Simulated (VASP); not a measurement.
Input of a VASP 6.6.1 run:

Contents of INCAR:

```
ALGO = Normal
EDIFF = 1E-6
EDIFFG = -0.04
ENCUT = 600
GGA = PS
IBRION = 2
ISIF = 3
ISMEAR = 0
LASPH = T
LCHARG = F
LREAL = F
LWAVE = F
NELM = 60
NSW = 90
PREC = Accurate
SIGMA = 0.1
```

KPOINTS

```
k-points
0
Gamma
  4 4 4
```

Contents of POSCAR:

```
Au
1.0
    2.2416747872     -3.7992230503      0.0000000000
    2.2416747872      3.7992230503      0.0000000000
    0.0000000000      0.0000000000      4.4893131936
Au
4
Direct
    0.1525000000      0.8475000000      0.0785000000
    0.6525000000      0.3475000000      0.4215000000
    0.8475000000      0.1525000000      0.9215000000
    0.3475000000      0.6525000000      0.5785000000
```

Potentials or basis: VASP PAW PBE potentials, release 64 (Au).

Command:

```console
$ cat potpaw_PBE.64/Au/POTCAR > POTCAR
$ mpirun -np 1 vasp_std > vasp.out
```

Q: Estimate the band gap on the k mesh.

A: Zero (bands 22 and 23 overlap by 4.25 eV).

Q: Estimate the space group after relaxing (to 0.1 Å).

A: I4/mmm (No. 139).

Stress tensor (GPa, compression positive):
```
-0.01  0.00  0.00
 0.00  0.16  0.00
 0.00  0.00 -0.03
```

Caveat: the k points lie up to 0.47 Å⁻¹ apart in the final cell, too coarse for converged energies and pressures of a metal; a cell axis changed by over 15 % at a fixed basis, so the end point is rough; the PAW data sets were made with another functional, which shifts forces and pressure a little; spin-orbit coupling is left out, which moves the levels of the heavy elements.
